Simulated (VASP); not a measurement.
NaI, 2 atoms in the cell. It takes space group I4/mmm (No. 139, tetragonal). The conventional cell has a = 4.508 Å, b = 4.508 Å, c = 6.473 Å, α = 90.00°, β = 90.00°, γ = 90.00°. Within 4.2 Å of Na (site symmetry 4/mmm) lie 6 I at 3.19 to 3.24 Å. Within 4.2 Å of I (site symmetry 4/mmm) lie 6 Na at 3.19 to 3.24 Å.  This cell differs from its parent crystal: strain -0.015 along x and y, +0.000 along z.

| Property | Result |
| --- | --- |
| Program | VASP 6.6.1 |
| Task | single point |
| Functional | PBE |
| Potentials or basis | VASP PAW PBE potentials, release 64 (Na_pv, I) |
| Cutoff | 520 eV |
| k mesh | 6 × 6 × 6 |
| Occupations | gaussian, width 0.05 eV |
| Spin | no spin polarisation |
| Dipole correction | no |
| Further INCAR settings | ALGO = Normal; EDIFF = 1e-06; NBANDS = 14 |

Potentials or basis: VASP PAW PBE potentials, release 64 (Na_pv, I).

Command:

```console
$ cat potpaw_PBE.64/Na_pv/POTCAR potpaw_PBE.64/I/POTCAR > POTCAR
$ mpirun -np 1 vasp_std > vasp.out
```

Hardware: 1 thread of Intel Xeon 8259CL (shared host).

Estimate the wall time of this run.

Run time: 27 s on 1 thread of Intel Xeon 8259CL, on a shared host, peak memory 0.21 GiB. Counts: scf iterations 11, k points 30.
